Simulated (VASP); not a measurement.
# TiC (WC type) (P-6m2) in VASP: notebook

Runs on TiC (WC type). Level: PBE. Tasks: single point, relaxation of cell and atoms.

All numbers are computed with VASP 6.6.1; they aren't measurements. Logs are shortened: lines on timing, memory, paths and dates and some standing lists are left out, and cuts for length are marked.

### Step 1. The cell of the first run

It takes space group P-6m2 (No. 187, hexagonal). The conventional cell has a = 3.045 Å, b = 3.045 Å, c = 2.694 Å, α = 90.00°, β = 90.00°, γ = 120.00°. Within 2.9 Å of Ti (site symmetry -6m2) lie 6 C at 2.21 Å and 2 Ti at 2.69 Å. Within 2.9 Å of C (site symmetry -6m2) lie 6 Ti at 2.21 Å and 2 C at 2.69 Å.

### Step 2. Single point, PBE

The input, INCAR:

```
SYSTEM = TiC
PREC = Accurate ; ENCUT = 520
EDIFF = 1E-6 ; ISMEAR = -1
SIGMA = 0.08 ; LREAL = .FALSE.
LASPH = .TRUE. ; NELM = 100
ALGO = Normal ; ISIF = 2
LWAVE = .FALSE. ; LCHARG = .FALSE.
GGA = PE ; NBANDS = 15
```

The input, KPOINTS:

```
Automatic mesh
0
G
  16 16 14
  0 0 0
```

The input, POSCAR:

```
TiC
1.0
    3.0452841791      0.0000000000      0.0000000000
   -1.5226420896      2.6372934609      0.0000000000
    0.0000000000      0.0000000000      2.6939039114
Ti C
1 1
Direct
    0.0000000000      0.0000000000      0.0000000000
    0.3333333333      0.6666666667      0.5000000000
```

Potentials or basis: VASP PAW PBE potentials, release 64 (Ti_sv, C).

The run is started by

```sh
$ cat potpaw_PBE.64/Ti_sv/POTCAR potpaw_PBE.64/C/POTCAR > POTCAR
$ mpirun -np 1 vasp_std > vasp.out
```

OUTCAR:

```text
SYSTEM = TiC
   PREC = Accurate
   ENCUT = 520
   EDIFF = 1E-6
   ISMEAR = -1
   LREAL = .FALSE.
   LASPH = .TRUE.
   NELM = 100
   ISIF = 2
   GGA = PE

 ion  position               nearest neighbor table
   1  0.000  0.000  0.000-   2 2.21   2 2.21   2 2.21   2 2.21   2 2.21   2 2.21
   2  0.333  0.667  0.500-   1 2.21   1 2.21   1 2.21   1 2.21   1 2.21   1 2.21

  LATTYP: Found a hexagonal cell.
 ALAT       =     3.0452841791
 C/A-ratio  =     0.8846149499

  Lattice vectors:

 A1 = (   3.0452841791,   0.0000000000,   0.0000000000)
 A2 = (  -1.5226420896,   2.6372934609,   0.0000000000)
 A3 = (   0.0000000000,   0.0000000000,   2.6939039114)

Analysis of symmetry for initial positions (statically):
=====================================================================
 Subroutine PRICEL returns:
 Original cell was already a primitive cell.

 Routine SETGRP: Setting up the symmetry group for a
 hexagonal supercell.

 Subroutine GETGRP returns: Found 12 space group operations
 (whereof 12 operations were pure point group operations)
 out of a pool of 24 trial point group operations.

The static configuration has the point symmetry D_3h.

Analysis of symmetry for dynamics (positions and initial velocities):
=====================================================================
 Subroutine PRICEL returns:
 Original cell was already a primitive cell.

 Routine SETGRP: Setting up the symmetry group for a
 hexagonal supercell.

 Subroutine GETGRP returns: Found 12 space group operations
 (whereof 12 operations were pure point group operations)
 out of a pool of 24 trial point group operations.

The dynamic configuration has the point symmetry D_3h.

 Subroutine INISYM returns: Found 12 space group operations
 (whereof 12 operations are pure point group operations),
 and found     1 'primitive' translations

----------------------------------------------------------------------------------------

                                     Primitive cell

  volume of cell :      21.6356

  direct lattice vectors                    reciprocal lattice vectors
     3.045284179  0.000000000  0.000000000     0.328376579  0.189588306  0.000000000
    -1.522642090  2.637293461  0.000000000     0.000000000  0.379176612  0.000000000
     0.000000000  0.000000000  2.693903911     0.000000000  0.000000000  0.371208489

  length of vectors
     3.045284179  3.045284179  2.693903911     0.379176612  0.379176612  0.371208489

  position of ions in fractional coordinates (direct lattice)
     0.000000000  0.000000000  0.000000000
     0.333333333  0.666666667  0.500000000
[... 89 lines left out ...]
   NUPDOWN=      -1.0000    fix difference up-down
   EMIN   =  10.00;   EMAX   =-10.00  energy-range for DOS
   EFERMI =   0.00;   METHOD = LEGACY
   ISMEAR =    -1;   SIGMA  =   0.08  broadening in eV -4-tet -1-fermi 0-gaus
   EFERMI_NEDOS =   21; number of points for ismear=-14 and -15
   IALGO  =     38    algorithm
   IMIX   =      4    mixing-type and parameters
     AMIX     =   0.40;   BMIX     =  1.00
     AMIX_MAG =   1.60;   BMIX_MAG =  1.00
  volume/ion in A,a.u.               =      10.82        73.00
  Fermi-wavevector in a.u.,A,eV,Ry     =   1.480444  2.797634 29.820092  2.191715
  Thomas-Fermi vector in A             =   2.594478
   LORBIT       =      0    0 simple, 1 ext, 2 COOP (PROOUT), +10 PAW based schemes
   GGA     = PE    functional components
   LHFCALC =     F    Hartree Fock is set to
   AEXX    =    0.0000 exact exchange contribution
   IVDW    =     0    specifies the selected vdW correction
   LEPSILON=     F    determine dielectric tensor
   LRPA    =     F    only Hartree local field effects (RPA)
 non-spin polarized calculation
  energy-cutoff  :      520.00
  volume of cell :       21.64
 maximum number of plane-waves:       594
 NGX is ok and might be reduce to    24
   NGX = 11   NGY = 11   NGZ = 11

 number of electron      16.0000001 magnetization

 Free energy of the ion-electron system (eV)
  ---------------------------------------------------
  ext. energy  EPLUGINS =         0.00000000
  ---------------------------------------------------
  free energy    TOTEN  =       -17.35919846 eV

  energy without entropy =      -17.34988794  energy(sigma->0) =      -17.35454320

 E-fermi :   8.5995     XC(G=0): -12.2912

 val. band max:        8.5855440517   @ k =   0.2500   0.1875   0.0000
 cond. band min:       8.6000955336   @ k =   0.3750  -0.0000   0.0714
 fundamental gap:      0.0145514819
 Fermi energy:         8.5995077305

 k-point     1 :       0.0000    0.0000    0.0000
  band No.  band energies     occupation
      1     -47.9369      2.00000
      2     -24.0953      2.00000
      3     -24.0953      2.00000
      4     -23.6291      2.00000
      5      -3.3893      2.00000
      6       7.0060      2.00000
      7       7.0060      2.00000
      8       7.6576      1.99998
      9      10.9346      0.00000
     10      11.9517      0.00000
     11      11.9517      0.00000
     12      14.2869      0.00000
     13      14.2869      0.00000
     14      16.1079      0.00000
[... 401 lines left out ...]
      2     -24.4037      2.00000
      3     -24.2225      2.00000
      4     -23.5877      2.00000
      5      -1.3967      2.00000
      6       4.5177      2.00000
      7       7.0941      2.00000
      8       8.5855      1.08705
      9       9.0369      0.00841
     10      11.4376      0.00000
     11      11.9026      0.00000
     12      12.5303      0.00000
     13      15.1902      0.00000
     14      20.0458      0.00000
     15      23.3185      0.00000

 [... further k-points ...]

------------------------ aborting loop because EDIFF is reached ----------------------------------------

  FORCE on cell =-STRESS in cart. coord.  units (eV):
  Direction    XX          YY          ZZ          XY          YZ          ZX
  --------------------------------------------------------------------------------------
  -------------------------------------------------------------------------------------
  Total        0.0112639      0.0112639      0.0091638     -0.0000000      0.0000000      0.0000000
  in kB        0.8341263      0.8341263      0.6786077     -0.0000000      0.0000000      0.0000000
  external PRESSURE =       0.7822867 kB  Pullay stress =       0.0000000 kB

 VOLUME and BASIS-vectors are now :
 -----------------------------------------------------------------------------
  energy-cutoff  :      520.00
  volume of cell :       21.64
      direct lattice vectors                 reciprocal lattice vectors
     3.045284179  0.000000000  0.000000000     0.328376579  0.189588306  0.000000000
    -1.522642090  2.637293461  0.000000000     0.000000000  0.379176612  0.000000000
     0.000000000  0.000000000  2.693903911     0.000000000  0.000000000  0.371208489

 POSITION                                       TOTAL-FORCE (eV/Angst)
 -----------------------------------------------------------------------------------
      0.00000      0.00000      0.00000         0.000000     -0.000000      0.000000
     -0.00000      1.75820      1.34695        -0.000000      0.000000      0.000000
 -----------------------------------------------------------------------------------
    total drift:                                0.000000     -0.000000     -0.000000

  FREE ENERGIE OF THE ION-ELECTRON SYSTEM (eV)
  ---------------------------------------------------
  free  energy   TOTEN  =       -17.3591984567 eV

  energy  without entropy=      -17.3498879397  energy(sigma->0) =      -17.35454320
```

stdout:

```text
POSCAR found type information on POSCAR TiC
 POSCAR found :  2 types and       2 ions
 scaLAPACK will be used
 LDA part: xc-table for (Slater+PW92), standard interpolation
 POSCAR, INCAR and KPOINTS ok, starting setup
 FFT: planning ... GRIDC
 FFT: planning ... GRID_SOFT
 FFT: planning ... GRID
 WAVECAR not read
 entering main loop
```

Run time: 22 s. Hardware: 1 thread of Intel Xeon 6975P-C (Granite Rapids), shared host; peak memory 0.19 GiB.

Results:

| Property | Result |
| --- | --- |
| Free energy | -17.3592 eV |
| Pressure | 0.1 GPa |
| Band gap on the k mesh | zero (bands 8 and 9 overlap by 0.10 eV) |

### Step 3. Relaxation of cell and atoms, PBE

This run uses another cell than the first one, of 11.12 Å³/atom.

The input, INCAR:

```
SYSTEM = TiC
PREC = Accurate ; ENCUT = 600
EDIFF = 1E-6 ; ISMEAR = -1
SIGMA = 0.08 ; LREAL = .False.
LASPH = .True. ; NELM = 100
ALGO = Normal ; ISIF = 3
LWAVE = .False. ; LCHARG = .False.
GGA = PE ; IBRION = 2
NSW = 100 ; EDIFFG = -0.005
```

The input, KPOINTS:

```
Automatic mesh
0
Gamma
  16 16 14
  0 0 0
```

The input, POSCAR:

```
TiC
1.0
    2.9705734512      0.0000000000      0.0000000000
   -1.4852867256      2.5725920725      0.0000000000
    0.0000000000      0.0000000000      2.9111619821
Ti C
1 1
Direct
    0.0000000000      0.0000000000      0.0000000000
    0.3333333333      0.6666666667      0.5000000000
```

Potentials or basis: VASP PAW PBE potentials, release 64 (Ti_sv, C).

The run is started by

```sh
$ cat potpaw_PBE.64/Ti_sv/POTCAR potpaw_PBE.64/C/POTCAR > POTCAR
$ mpirun -np 1 vasp_std > vasp.out
```

It took 2.4 min on 1 thread of Intel Xeon 6975P-C (Granite Rapids), shared host; peak memory 0.22 GiB.

It converged, with:

```
Free energy                           : -17.3606 eV
Relaxed volume                        : 10.82 Å³/atom
Relaxed cell                          : a = 3.046 Å, b = 3.046 Å, c = 2.694 Å, α = 90.00°, β = 90.00°, γ = 120.00°
Space group after relaxing (to 0.1 Å) : P-6m2 (No. 187)
Energy gained by relaxing             : 81.9 meV/atom
Ionic steps                           : 12
Pressure after relaxing               : 0.0 GPa
Band gap on the k mesh                : zero (bands 8 and 9 overlap by 0.10 eV)
```

Stress tensor (GPa, compression positive):
```
 0.05  0.00  0.00
 0.00  0.05  0.00
 0.00  0.00 -0.04
```

Step by step:
```
step  energy change (eV)  largest force (eV/Å)  pressure (GPa)  volume (Å³)
   1              0.0000                0.0000           -8.29        22.25
   2             -0.1009                0.0000           15.53        20.35
   3             -0.1462                0.0000            5.67        21.02
   4             -0.1622                0.0000           -2.23        21.88
   5             -0.1636                0.0000           -0.58        21.68
   6             -0.1639                0.0000            0.19        21.63
   7             -0.1639                0.0000            0.14        21.63
   8             -0.1639                0.0000            0.15        21.64
   9             -0.1638                0.0000           -0.19        21.66
  10             -0.1639                0.0000            0.04        21.64
  11             -0.1639                0.0000            0.08        21.64
  12             -0.1639                0.0000            0.02        21.65
```

Final structure:
```yaml
crystal:
  lattice:
    - [3.04603, 0.00000, 0.00000]
    - [-1.52302, 2.63794, 0.00000]
    - [0.00000, 0.00000, 2.69435]
  atoms:
    - { symbol: Ti, position: [0.00000, 0.00000, 0.00000] }
    - { symbol: C, position: [0.33333, 0.66667, 0.50000] }
```

Levels at points of the mesh, in eV from the Fermi level:
```tsv
k point	band 5	band 6	band 7	band 8	band 9	band 10	band 11	band 12
(0.00, 0.00, 0.00)	-11.99	-1.59	-1.59	-0.94	2.33	3.35	3.35	5.68
(0.50, 0.00, 0.00)	-9.60	-4.85	-0.74	-0.26	0.21	3.05	3.47	3.72
(0.00, 0.00, 0.50)	-8.84	-5.59	-0.51	-0.51	1.15	1.15	4.73	4.73
(0.50, 0.00, 0.50)	-8.77	-4.00	-2.55	-2.22	1.51	3.28	4.36	5.56
```
